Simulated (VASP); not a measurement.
# Pb31S33 (a cell with a defect) in VASP: single point with PBEsol

Aim: the single point of Pb31S33 (a cell with a defect) with PBEsol.

Everything below comes from runs of VASP 6.6.1. Logs are shortened: lines on timing, memory, paths and dates and some standing lists are left out, and cuts for length are marked.

## Step 1: The cell of the first run

The cell holds a defect, 64 atoms: a = 11.800 Å, b = 11.800 Å, c = 11.800 Å, α = 90.00°, β = 90.00°, γ = 90.00°.

## Step 2: Single point, PBEsol, collinear spin

The input, INCAR:

```
SYSTEM = Pb31S33
PREC = Accurate ; ENCUT = 400
EDIFF = 1E-6 ; ISMEAR = -1
SIGMA = 0.05 ; LREAL = Auto
LASPH = .TRUE. ; NELM = 200
ALGO = Normal ; ISIF = 2
LWAVE = .FALSE. ; LCHARG = .FALSE.
ISPIN = 2 ; MAGMOM = 0 0 0 0.143 0 0 0 0.143 0 0 0 0 0 0.143 0 0.143 0 0 0 0 0 0 0.143 0.143 0.143 0 0 0 0 0 0 0 0 0 0 0 0 0 0 0 0 0 0 0 0 0 0 0 0 0 0 0 0 0 0 0 0 0 0 0 0 0 0 0
LORBIT = 11 ; NUPDOWN = 1.0
GGA = PS ; NBANDS = 358
NELECT = 633.0 ; ISYM = -1
GGA_COMPAT = .FALSE. ; KPAR = 1
```

The input, KPOINTS:

```
explicit points
1
Reciprocal
  0.25000000   0.25000000   0.25000000 1
```

The input, POSCAR:

```
Pb31S33
1.0
   11.8000000000      0.0000000000      0.0000000000
    0.0000000000     11.8000000000      0.0000000000
    0.0000000000      0.0000000000     11.8000000000
S Pb
33 31
Direct
    0.2496020000      0.0005570000      0.9999860000
    0.2504550000      0.0007380000      0.5000030000
    0.2501870000      0.5005530000      0.9999340000
    0.2486720000      0.5010630000      0.5003890000
    0.7496690000      0.9991290000      0.9991630000
    0.7505790000      0.9995250000      0.4991860000
    0.7500640000      0.4991460000      0.9998540000
    0.7522660000      0.4993590000      0.4994180000
    0.0003040000      0.2504720000      0.0003730000
    0.0008580000      0.2491760000      0.5003770000
    0.9997660000      0.7504730000      0.9991620000
    0.0004920000      0.7492700000      0.4992040000
    0.5003340000      0.2503230000      0.0003460000
    0.5011280000      0.2466630000      0.5007960000
    0.4998030000      0.7502420000      0.9991100000
    0.5000880000      0.7506740000      0.4988730000
    0.0008260000      0.0004210000      0.2494770000
    0.0006740000      0.9986040000      0.7495850000
    0.0004620000      0.5004650000      0.2493110000
    0.9993420000      0.4986680000      0.7495350000
    0.5008160000      0.0002470000      0.2494720000
    0.5006130000      0.9988000000      0.7497340000
    0.5008730000      0.5007640000      0.2476650000
    0.4990160000      0.4985650000      0.7529190000
    0.5006390000      0.5034400000      0.4988900000
    0.2508940000      0.2499210000      0.2515980000
    0.2496640000      0.2493640000      0.7517720000
    0.2503840000      0.7500960000      0.2503710000
    0.2500110000      0.7496350000      0.7506840000
    0.7510550000      0.2493350000      0.2507810000
    0.7499340000      0.2490100000      0.7510940000
    0.7506860000      0.7496200000      0.2490500000
    0.7502070000      0.7491870000      0.7492260000
    0.0008150000      0.9997390000      0.0008410000
    0.0002420000      0.0005840000      0.5004920000
    0.0000520000      0.4993700000      0.0007410000
    0.9999500000      0.5003750000      0.5005000000
    0.5003410000      0.9992510000      0.0002080000
    0.4996760000      0.0002840000      0.5006500000
    0.5005860000      0.4997860000      0.9998940000
    0.2517450000      0.2511670000      0.0001490000
    0.2544230000      0.2539890000      0.5004960000
    0.2507610000      0.7484750000      0.9997970000
    0.2524540000      0.7468240000      0.4998310000
    0.7493780000      0.2505040000      0.9997230000
    0.7472480000      0.2527920000      0.4993060000
    0.7493650000      0.7494480000      0.9994970000
    0.7457560000      0.7460000000      0.4996800000
    0.2511280000      0.0008010000      0.2515940000
    0.2500060000      0.0002250000      0.7497420000
    0.2546190000      0.5012730000      0.2545880000
    0.2527590000      0.4996880000      0.7475360000
    0.7493870000      0.0005220000      0.2517590000
    0.7487040000      0.9991600000      0.7490650000
    0.7476400000      0.5002350000      0.2525030000
    0.7463520000      0.4993350000      0.7460380000
    0.0012050000      0.2512770000      0.2514460000
    0.9999380000      0.2514610000      0.7494420000
    0.9998680000      0.7490150000      0.2515300000
    0.9991360000      0.7492000000      0.7492100000
    0.5006850000      0.2538230000      0.2542940000
    0.5004940000      0.2523960000      0.7474620000
    0.5002150000      0.7481670000      0.2530170000
    0.4987520000      0.7462870000      0.7465320000
```

Potentials or basis: VASP PAW PBE potentials, release 64 (S, Pb_d).

Started as:

```
$ cat potpaw_PBE.64/S/POTCAR potpaw_PBE.64/Pb_d/POTCAR > POTCAR
$ mpirun -np 4 vasp_std > vasp.out
```

OUTCAR:

```text
SYSTEM = Pb31S33
   PREC = Accurate
   ENCUT = 400
   EDIFF = 1E-6
   ISMEAR = -1
   LREAL = Auto
   LASPH = .TRUE.
   NELM = 200
   ISIF = 2
   ISPIN = 2
   LORBIT = 11
   NUPDOWN = 1.0
   GGA = PS
   NELECT = 633.0
   ISYM = -1

 ion  position               nearest neighbor table
   1  0.250  0.001  1.000-  34 2.94  50 2.95  41 2.96  38 2.96  49 2.97  43 2.97
   2  0.250  0.001  0.500-  49 2.93  39 2.94  50 2.95  35 2.95  42 2.99  44 3.00
   3  0.250  0.501  1.000-  43 2.93  41 2.94  36 2.95  40 2.95  52 2.98  51 3.01
   4  0.249  0.501  0.500-  44 2.90  51 2.90  42 2.92  52 2.92  37 2.93
   5  0.750  0.999  0.999-  38 2.94  47 2.95  54 2.95  34 2.96  45 2.97  53 2.98
   6  0.751  1.000  0.499-  53 2.92  35 2.95  54 2.95  39 2.96  46 2.99  48 2.99
   7  0.750  0.499  1.000-  45 2.93  40 2.94  36 2.95  47 2.95  55 2.98  56 3.00
   8  0.752  0.499  0.499-  46 2.91  56 2.91  48 2.91  55 2.91  37 2.92
   9  0.000  0.250  0.000-  36 2.94  34 2.96  45 2.96  58 2.96  57 2.96  41 2.97
  10  0.001  0.249  0.500-  35 2.93  57 2.94  58 2.94  37 2.96  42 2.99  46 2.99
  11  1.000  0.750  0.999-  34 2.94  60 2.95  47 2.95  43 2.96  36 2.96  59 2.98
  12  0.000  0.749  0.499-  59 2.92  37 2.94  60 2.95  35 2.97  44 2.97  48 3.01
  13  0.500  0.250  0.000-  41 2.93  45 2.94  40 2.94  38 2.96  62 2.98  61 3.00
  14  0.501  0.247  0.501-  46 2.91  39 2.91  61 2.91  62 2.91  42 2.91
  15  0.500  0.750  0.999-  38 2.94  43 2.94  47 2.94  40 2.96  64 2.98  63 3.00
  16  0.500  0.751  0.499-  48 2.90  63 2.90  44 2.92  64 2.92  39 2.95
  17  0.001  0.000  0.249-  34 2.93  49 2.95  57 2.96  35 2.96  59 2.97  53 2.97
  18  0.001  0.999  0.750-  35 2.94  50 2.94  60 2.94  34 2.96  54 2.97  58 2.98
  19  0.000  0.500  0.249-  59 2.93  36 2.93  57 2.94  37 2.96  55 2.98  51 3.00
  20  0.999  0.499  0.750-  58 2.92  37 2.94  60 2.96  36 2.96  56 2.99  52 2.99
  21  0.501  0.000  0.249-  53 2.93  38 2.94  49 2.95  39 2.96  63 2.97  61 2.99
  22  0.501  0.999  0.750-  54 2.93  39 2.94  38 2.96  50 2.96  64 2.98  62 2.99
  23  0.501  0.501  0.248-  51 2.91  55 2.91  61 2.91  63 2.92  40 2.92
  24  0.499  0.499  0.753-  62 2.91  52 2.91  40 2.91  56 2.92  64 2.92
  25  0.501  0.503  0.499-
  26  0.251  0.250  0.252-  42 2.94  49 2.94  57 2.95  61 2.95  51 2.97  41 2.97
  27  0.250  0.249  0.752-  41 2.93  50 2.94  58 2.95  52 2.95  62 2.96  42 2.97
  28  0.250  0.750  0.250-  51 2.94  44 2.94  63 2.95  59 2.96  43 2.96  49 2.96
  29  0.250  0.750  0.751-  64 2.94  43 2.94  52 2.95  50 2.96  60 2.96  44 2.96
  30  0.751  0.249  0.251-  46 2.93  53 2.94  57 2.95  61 2.96  55 2.96  45 2.96
  31  0.750  0.249  0.751-  45 2.93  62 2.94  54 2.95  58 2.95  56 2.95  46 2.97
[... 8 lines left out ...]
  40  0.501  0.500  1.000-  24 2.91  23 2.92  13 2.94   7 2.94   3 2.95  15 2.96
  41  0.252  0.251  0.000-  27 2.93  13 2.93   3 2.94   1 2.96   9 2.97  26 2.97
  42  0.254  0.254  0.500-  14 2.91   4 2.92  26 2.94  27 2.97   2 2.99  10 2.99  61 4.11  52 4.11
[... 20 lines left out ...]
  56  0.746  0.499  0.746-   8 2.91  24 2.92  33 2.95  31 2.95  20 2.99   7 3.00  62 4.11  48 4.11
                            46 4.12  64 4.13
  57  0.001  0.251  0.251-  10 2.94  19 2.94  26 2.95  30 2.95  17 2.96   9 2.96
  58  1.000  0.251  0.749-  20 2.92  10 2.94  27 2.95  31 2.95   9 2.96  18 2.98
  59  1.000  0.749  0.252-  12 2.92  19 2.93  32 2.94  28 2.96  17 2.97  11 2.98
  60  0.999  0.749  0.749-  33 2.94  18 2.94  11 2.95  12 2.95  20 2.96  29 2.96
  61  0.501  0.254  0.254-  14 2.91  23 2.91  26 2.95  30 2.96  21 2.99  13 3.00  46 4.10  42 4.11
[... 248 lines left out ...]
      3     -11.1431      1.00000
      4     -11.1185      1.00000
      5     -11.1168      1.00000
      6     -11.1162      1.00000
[... 320 lines left out ...]
    327       7.5078      0.00000
    328       7.5308      0.00000
 Fermi energy:         5.9405234071

 spin component 2

 k-point     1 :       0.2500    0.2500    0.2500
  band No.  band energies     occupation
      1     -11.1515      1.00000
      2     -11.1450      1.00000
      3     -11.1432      1.00000
      4     -11.1186      1.00000
      5     -11.1168      1.00000
      6     -11.1162      1.00000
[... 320 lines left out ...]
    327       7.5098      0.00000
    328       7.5349      0.00000
 [bands above 328 left out]

------------------------ aborting loop because EDIFF is reached ----------------------------------------

  FORCE on cell =-STRESS in cart. coord.  units (eV):
  Direction    XX          YY          ZZ          XY          YZ          ZX
  --------------------------------------------------------------------------------------
  -------------------------------------------------------------------------------------
  Total        6.5512246      6.5261148      6.7490775     -0.3827294     -0.4364358     -0.4100992
  in kB        6.3883256      6.3638403      6.5812589     -0.3732127     -0.4255837     -0.3999019
  external PRESSURE =       6.4444749 kB  Pullay stress =       0.0000000 kB

 VOLUME and BASIS-vectors are now :
 -----------------------------------------------------------------------------
  energy-cutoff  :      400.00
  volume of cell :     1643.03
      direct lattice vectors                 reciprocal lattice vectors
    11.800000000  0.000000000  0.000000000     0.084745763  0.000000000  0.000000000
     0.000000000 11.800000000  0.000000000     0.000000000  0.084745763  0.000000000
     0.000000000  0.000000000 11.800000000     0.000000000  0.000000000  0.084745763

 POSITION                                       TOTAL-FORCE (eV/Angst)
 -----------------------------------------------------------------------------------
      2.94530      0.00657     11.79983         0.012779     -0.010771      0.006698
      2.95537      0.00871      5.90004        -0.008177     -0.009380      0.005750
      2.95221      5.90653     11.79922        -0.005697     -0.012564      0.009617
      2.93433      5.91254      5.90459        -0.016451     -0.008345      0.012918
      8.84609     11.78972     11.79012         0.012889      0.010130      0.014245
      8.85683     11.79439      5.89039        -0.013563      0.000669      0.015569
[... 56 lines left out ...]
      5.90254      8.82837      2.98560         0.004773     -0.023304     -0.019739
      5.88527      8.80619      8.80908         0.018929     -0.027185     -0.003254
 -----------------------------------------------------------------------------------
    total drift:                                0.004047     -0.002308     -0.001873

  FREE ENERGIE OF THE ION-ELECTRON SYSTEM (eV)
  ---------------------------------------------------
  free  energy   TOTEN  =      -293.8251429911 eV

  energy  without entropy=     -293.7781844882  energy(sigma->0) =     -293.80166374

 total charge

# of ion       s       p       d       tot
------------------------------------------
    1        1.349   2.311   0.000   3.660
    2        1.349   2.310   0.000   3.659
    3        1.349   2.310   0.000   3.659
    4        1.361   2.279   0.000   3.640
    5        1.349   2.311   0.000   3.660
    6        1.349   2.310   0.000   3.659
[... 56 lines left out ...]
   63        1.470   0.530   9.844  11.845
   64        1.470   0.529   9.844  11.843
--------------------------------------------------
tot         90.188  92.309 305.180 487.677

 magnetization (x)

# of ion       s       p       d       tot
------------------------------------------
    1       -0.000  -0.001   0.000  -0.001
    2       -0.000  -0.001   0.000  -0.002
    3       -0.000  -0.002   0.000  -0.002
    4        0.003   0.047   0.000   0.050
    5       -0.000  -0.001   0.000  -0.001
    6       -0.000  -0.001   0.000  -0.002
[... 56 lines left out ...]
   63        0.000  -0.000   0.000  -0.000
   64       -0.000   0.000  -0.000  -0.001
--------------------------------------------------
tot          0.019   0.610   0.004   0.633
```

It took 11 min on 4 MPI ranks of Intel Xeon Platinum 8259CL at 2.50GHz (Skylake/Cascade Lake), shared host; peak memory 0.57 GiB.

Results:

```yaml
Free_energy: -293.8251 eV
Largest_force: 0.033 eV/Å
Net_moment: 1.00 μB per cell
Site_moments: S -0.00, +0.05, +0.04, +0.02, +0.03, +0.40, +0.00 (each value once); Pb -0.00, +0.02, +0.01, +0.00 (each value once) μB
Valence_electrons_inside_the_program's_atomic_spheres: S 3.66, 3.64, 3.48 (each value once); Pb 11.85, 11.84 (each value once)
```

Forces on the atoms (eV/Å):
```
S    0.013 -0.011  0.007
S   -0.008 -0.009  0.006
S   -0.006 -0.013  0.010
S   -0.016 -0.008  0.013
S    0.013  0.010  0.014
S   -0.014  0.001  0.016
S    0.009  0.012 -0.007
S   -0.004 -0.006 -0.009
S    0.004 -0.019 -0.002
S   -0.003  0.016 -0.004
S    0.006 -0.016  0.014
S   -0.013  0.011  0.015
S    0.003 -0.021  0.003
S    0.001  0.006  0.003
S    0.005 -0.007  0.008
S   -0.019 -0.002  0.008
S   -0.009 -0.009  0.014
S   -0.020  0.020  0.008
S    0.003 -0.012  0.019
S    0.005  0.022  0.008
S   -0.012  0.002  0.015
S   -0.019  0.006  0.001
S    0.005  0.002  0.009
S    0.005  0.006 -0.019
S    0.002  0.013  0.005
S   -0.004  0.010 -0.022
S    0.005  0.005 -0.024
S   -0.008  0.013 -0.009
S   -0.017  0.007 -0.012
S   -0.002  0.009 -0.021
S    0.010  0.000 -0.024
S   -0.007  0.013  0.009
S   -0.015  0.003  0.007
Pb  -0.018  0.012 -0.017
Pb   0.003 -0.011 -0.005
Pb   0.005  0.021 -0.016
Pb   0.012 -0.014 -0.010
Pb  -0.006  0.025 -0.005
Pb   0.017 -0.014 -0.011
Pb  -0.009  0.003  0.007
Pb  -0.004  0.006  0.026
Pb   0.004  0.006  0.015
Pb   0.001  0.017  0.008
Pb   0.007  0.013  0.011
Pb  -0.003  0.002  0.014
Pb   0.005 -0.003  0.029
Pb  -0.011 -0.023 -0.002
Pb   0.021 -0.001 -0.013
Pb   0.013 -0.002 -0.005
Pb   0.026 -0.013 -0.007
Pb   0.003 -0.018 -0.016
Pb   0.012  0.003  0.002
Pb   0.007 -0.014 -0.026
Pb   0.011  0.003 -0.004
Pb  -0.007 -0.005  0.003
Pb  -0.024 -0.008  0.006
Pb  -0.003  0.007  0.003
Pb   0.000 -0.024  0.003
Pb   0.011  0.012 -0.022
Pb   0.013 -0.016 -0.006
Pb   0.008  0.018 -0.002
Pb  -0.012  0.014  0.004
Pb   0.005 -0.023 -0.020
Pb   0.019 -0.027 -0.003
```

Caveat: the cell carries a net charge on a neutralising background, which shifts energy and pressure; the cell is charged against a uniform background, so pressure and absolute levels hang on convention; the PAW data sets were made with another functional, which shifts forces and pressure a little; the total moment is fixed, so each spin has its own Fermi level and the state may be an excited one.
